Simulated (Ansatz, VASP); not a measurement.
One calculation of HfO2, two programs

```
CELL_PARAMETERS angstrom
0.00000 2.57444 2.57444
2.57444 0.00000 2.57444
2.57444 2.57444 0.00000
ATOMIC_POSITIONS crystal
Hf 0.00000 0.00000 0.00000
O 0.25000 0.25000 0.25000
O 0.75000 0.75000 0.75000
```

Change from the starting cell: volume scaled by 1.02.

Alike in both runs: task single point; functional LDA; k mesh 9 × 9 × 9; occupations fermi-dirac, width 0.01 eV; no spin polarisation.

|  | VASP | Ansatz |
| --- | --- | --- |
| version | VASP 6.6.1 | Ansatz 0.2.0 |
| potentials or method | VASP PAW LDA potentials, release 64 (Hf_pv, O), cutoff 520 eV | all-electron LAPW, scalar-relativistic |

|  | VASP | Ansatz | Ansatz less VASP |
| --- | --- | --- | --- |
| gap on the k mesh at the Fermi level (eV) | 3.58 | 3.56 | -0.019 |
| pressure (GPa) | -23.1 | -20.5 | +2.69 |

LDA's correlation is that of Perdew and Zunger in VASP and of Perdew and Wang (1992) in Ansatz. Ansatz ran all-electron here, and VASP with PAW potentials.

Spin-orbit coupling is off throughout.
